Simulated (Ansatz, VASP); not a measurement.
One calculation of Te, two programs

INCAR

```
ALGO = Normal
EDIFF = 1E-7
ENCUT = 520
GGA = PE
ISIF = 2
ISMEAR = -1
LASPH = T
LCHARG = F
LREAL = F
LWAVE = F
NBANDS = 16
NELM = 80
PREC = Accurate
SIGMA = 0.05
```

Contents of KPOINTS:

```
k-points
0
Gamma
  12 12 8
```

The input POSCAR:

```
Te
1.0
    4.5302708278      0.0000000000      0.0000000000
   -2.2651354139      3.9233296229      0.0000000000
    0.0000000000      0.0000000000      5.9374277250
Te
3
Direct
    0.2684005468      1.0000000000      0.3333333333
    0.0000000000      0.2684005468      0.6666666667
    0.7315994532      0.7315994532      0.0000000000
```

Input for Ansatz:

```yaml
crystal:
  lattice:
    - [4.5302708278, 0.0, 0.0]
    - [-2.2651354139, 3.9233296229, 0.0]
    - [0.0, 0.0, 5.937427725]
  atoms:
    - { symbol: Te, position: [0.2684005468, 1.0, 0.3333333333] }
    - { symbol: Te, position: [0.0, 0.2684005468, 0.6666666667] }
    - { symbol: Te, position: [0.7315994532, 0.7315994532, 0.0] }
hamiltonian:
  xc: pbe
  pseudopotentials:
    kind: paw
    azcp:
      Te: "pseudopotentials/Te.paw.azcp"
basis:
  ecutwfc: 420
  fft_grid_basis: typed
kpoints:
  mp_grid: { grid: [12, 12, 8], shift: [0, 0, 0] }
magnetization:
  spin_polarized: false
scf:
  occupations: { method: fermi_dirac, width: 0.05 }
  lower_state_search: "off"
output:
  stress: true
  write_density: true
  write_potential: true
  elf: true
  volumetric_format: npy
```

Alike in both runs: task single point; functional PBE; k mesh 12 × 12 × 8; occupations fermi-dirac, width 0.05 eV; no spin polarisation.

|  | VASP | Ansatz |
| --- | --- | --- |
| version | VASP 6.6.1 | Ansatz 0.2.0 |
| potentials or method | VASP PAW PBE potentials, release 64 (Te), cutoff 520 eV | plane waves (420 eV) with PAW, scalar-relativistic |
| valence electrons in the cell | 18 | 48 |

```csv
,VASP,Ansatz,Ansatz less VASP
pressure (GPa),0.0,0.0,0.00
"traceless stress, the component that is largest in VASP (GPa)",0.09,0.07,-0.011
```

The functional is the same, so the differences come from potentials, cutoffs and numerics. VASP's potentials hold 18 valence electrons a cell and Ansatz's 48, so a difference there can come from the potentials and not from the codes.

Spin-orbit coupling is off throughout.
